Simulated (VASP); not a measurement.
Set up this calculation in VASP 6.6.1, as the native input.

| Quantity | Value |
| --- | --- |
| Task | relaxation of cell and atoms |
| Functional | PBE |
| Potentials or basis | VASP PAW PBE potentials, release 64 (Si, P) |
| Cutoff | 600 eV |
| k mesh | 3 × 3 × 3 |
| Occupations | gaussian, width 0.2 eV |
| Spin | no spin polarisation |
| Dipole correction | no |
| Further INCAR settings | LREAL = Auto; ALGO = Normal; EDIFF = 1e-06; IBRION = 2; EDIFFG = -0.08; NSW = 36; ISIF = 3 |

The structure of Si7P lies in POSCAR:

```
Si7P
1.0
    3.8400000000      2.2170250300      6.2700000000
   -3.8400000000      2.2170250300      6.2700000000
    0.0000000000     -4.4340500700      6.2700000000
Si P
14 2
Direct
    0.4375000000      0.4375000000      0.4375000000
    0.5625000000      0.5625000000      0.5625000000
    0.4375000000      0.9375010000      0.4375000000
    0.5625000000      0.0624990000      0.5625000000
    0.4375000000      0.4375000000      0.9375010000
    0.5625000000      0.5625000000      0.0624990000
    0.0625000000      0.0625000000      0.5625010000
    0.5625010000      0.0625000000      0.0625000000
    0.0625000000      0.5625010000      0.0625000000
    0.9375000000      0.9375000000      0.4374990000
    0.4374990000      0.9375000000      0.9375000000
    0.9375000000      0.4374990000      0.9375000000
    0.0624990000      0.5625000000      0.5625000000
    0.9375010000      0.4375000000      0.4375000000
    0.9200000000      0.9200000000      0.9200000000
    0.0800000000      0.0800000000      0.0800000000
```

The input as run:

INCAR

```
PREC = Accurate ; ENCUT = 600
EDIFF = 1E-6 ; ISMEAR = 0
SIGMA = 0.2 ; LREAL = Auto
LASPH = True ; NELM = 60
ALGO = Normal ; ISIF = 3
LWAVE = False ; LCHARG = False
GGA = PE ; IBRION = 2
NSW = 36 ; EDIFFG = -0.08
```

KPOINTS

```
regular mesh
0
Gamma
  3 3 3
```

Potentials or basis: VASP PAW PBE potentials, release 64 (Si, P).

Command:

```bash
$ cat potpaw_PBE.64/Si/POTCAR potpaw_PBE.64/P/POTCAR > POTCAR
$ mpirun -np 1 vasp_std > vasp.out
```

It gave:

The relaxed volume is 20.22 Å³/atom and the relaxed cell is a = 7.796 Å, b = 7.796 Å, c = 7.796 Å, α = 58.50°, β = 58.50°, γ = 58.50°. The space group after relaxing (to 0.1 Å) is R-3m (No. 166). The energy gained by relaxing is 20.2 meV/atom, the ionic steps are 9 and the pressure after relaxing is -0.2 GPa. The largest force after relaxing is 0.060 eV/Å and the band gap on the k mesh is zero (bands 33 and 34 overlap by 0.50 eV).

Caveat: the relaxation stopped at a loose force limit of 0.08 eV/Å, so its end isn't a converged minimum.

It took 8.6 min on 1 thread of Intel(R) Xeon(R) 6975P-C (Granite Rapids), with other jobs on the host, peak memory 0.58 GiB.
